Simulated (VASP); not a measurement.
Set up this calculation in VASP 6.6.1, as the native input.

```yaml
Task: single point
Functional: PBE
Dispersion: D3(BJ)
Potentials_or_basis: VASP PAW PBE potentials, release 64 (C_h, H_h, Cl)
Cutoff: 1000 eV
k_mesh: 1 × 1 × 1
Occupations: fermi-dirac, width 0.05 eV
Spin: no spin polarisation
Dipole_correction: no
Further_INCAR_settings: LREAL = Auto; ALGO = Normal; EDIFF = 1e-06; NBANDS = 63
```

The structure of H5CCl lies in POSCAR:

```
H5CCl
1.0
    8.5589900000      0.0000000000      0.0000000000
    0.0000000000      8.5589900000      0.0000000000
    0.0000000000      0.0000000000      8.5589900000
C H Cl
5 25 5
Direct
    0.4907143228      0.0166335816      0.2963326556
    0.2676254131      0.5303699215      0.0959023344
    0.8278239699      0.8217305707      0.9160202305
    1.0484894292      0.0895783884      0.2110312123
    0.7282735733      0.2815667706      0.5604200862
    0.5668219450     -0.0579162887      0.3671845638
    0.3936333023     -0.0526178787      0.2499525517
    0.5580169354      0.0663835008      0.1995380305
    0.4450648390      0.1116967423      0.3689094023
    0.3172840060      0.6091640580      0.1837297388
    0.2621080428      0.4124308792      0.1458493796
    0.3433614172      0.5306715223     -0.0073925875
    0.1502126253      0.5714654238      0.0651061271
    0.9536687938      0.8422335847      0.9042118752
    0.7686810417      0.8602519872      0.8091649417
    0.7834676587      0.8879878410      1.0161410616
    0.8062421729      0.6969917544      0.9345469603
    1.0836080801      0.0683287492      0.0897977903
    0.9224181553      0.1103448949      0.2150385033
    1.1098700169      0.1924431672      0.2563170258
    1.0776709359     -0.0125930976      0.2822462989
    0.8209560296      0.2478725087      0.4787672741
    0.6613135229      0.1775590719      0.5932946894
    0.6508306594      0.3664783165      0.5038213485
    0.7800575946      0.3340123524      0.6649894839
    0.1590558063      0.3417039089      0.9053412973
    0.8419548472      0.4871980591      0.2346151543
    0.3072048796      0.0911719596      0.7928866887
    0.3423326281      0.7873526258      0.6661120203
    1.0816936067      0.6612794205      0.4796413775
    0.1220547732      0.2692235053      0.7774024281
    0.7661418344      0.4171240453      0.1231576513
    0.4186344714     -0.0122923086      0.8137955951
    0.3253284397      0.6527605367      0.5938477784
    0.9426197303      0.6807813251      0.4183342308
```

The input as run:

INCAR

```
  ALGO = Normal
  EDIFF = 1E-6
  ENCUT = 1000
  GGA = PE
  GGA_COMPAT = False
  ISIF = 2
  ISMEAR = -1
  IVDW = 12
  LASPH = True
  LCHARG = False
  LREAL = Auto
  LWAVE = False
  NBANDS = 63
  NELM = 120
  PREC = Accurate
  SIGMA = 0.05
```

KPOINTS

```
k-points
0
Gamma
  1 1 1
```

Potentials or basis: VASP PAW PBE potentials, release 64 (C_h, H_h, Cl).

Run with:

```console
$ cat potpaw_PBE.64/C_h/POTCAR potpaw_PBE.64/H_h/POTCAR potpaw_PBE.64/Cl/POTCAR > POTCAR
$ mpirun -np 1 vasp_gam > vasp.out
```

Results of the run:

- Pressure: -0.3 GPa
- Largest force: 0.201 eV/Å
- Band gap on the k mesh: 5.81 eV
- Dispersion energy per atom: -0.031 eV

Caveat: the k points lie up to 0.73 Å⁻¹ apart.

Wall time 110 s on 1 thread of Intel(R) Xeon(R) 6975P-C (Granite Rapids) (shared host), peak memory 1.2 GiB.
